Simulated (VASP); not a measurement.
Wanted: the native input for a VASP 6.6.1 run.

```yaml
Task: relaxation of cell and atoms
Functional: LDA
Potentials_or_basis: VASP PAW LDA potentials, release 64 (La)
Cutoff: 600 eV
k_mesh: 15 × 15 × 15
Occupations: fermi-dirac, width 0.08 eV
Spin: no spin polarisation
Target_pressure: 170 GPa
Dipole_correction: no
Further_INCAR_settings: ALGO = Normal; EDIFF = 1e-07; IBRION = 2; EDIFFG = -0.005; NSW = 60; ISIF = 3
```

The structure of La lies in POSCAR:

```
La
1.0
    2.4385248533      0.0000000000      0.0000000000
    0.0000000000      2.4385248533      0.0000000000
    0.0000000000      0.0000000000      2.4385248533
La
1
Direct
    0.0000000000      0.0000000000      0.0000000000
```

This isn't the form of La at room conditions, which is double hcp.

These files were run (other wordings do the same):

INCAR

```
SYSTEM = La
  ALGO = Normal
  EDIFF = 1E-7
  EDIFFG = -0.005
  ENCUT = 600
  GGA = CA
  IBRION = 2
  ISIF = 3
  ISMEAR = -1
  LASPH = .TRUE.
  LCHARG = .FALSE.
  LREAL = .FALSE.
  LWAVE = .FALSE.
  NELM = 80
  NSW = 60
  PREC = Accurate
  PSTRESS = 1700.0
  SIGMA = 0.08
```

KPOINTS

```
k-points
0
G
  15 15 15
  0 0 0
```

Potentials or basis: VASP PAW LDA potentials, release 64 (La).

Launch:

```sh
$ cat potpaw_LDA.64/La/POTCAR > POTCAR
$ mpirun -np 1 vasp_std > vasp.out
```

It gave:

```
Relaxed volume                                             : 14.93 Å³/atom
Relaxed cell                                               : a = 2.462 Å, b = 2.462 Å, c = 2.462 Å, α = 90.00°, β = 90.00°, γ = 90.00°
Space group after relaxing (to 0.1 Å)                      : Pm-3m (No. 221)
Energy change on relaxing (the run minimises the enthalpy) : -485.5 meV/atom
Ionic steps                                                : 12
Pressure after relaxing                                    : 170.0 GPa
Band gap on the k mesh                                     : zero (an odd number of electrons rules out a gap without spin polarisation)
```

Caveat: the cell is relaxed towards a set pressure, so the run minimises the enthalpy, not the energy; spin-orbit coupling is left out, which moves the levels of the heavy elements.

Run time: 2.3 min on 1 thread of Intel Xeon 8259CL, on a shared host, peak memory 0.16 GiB.
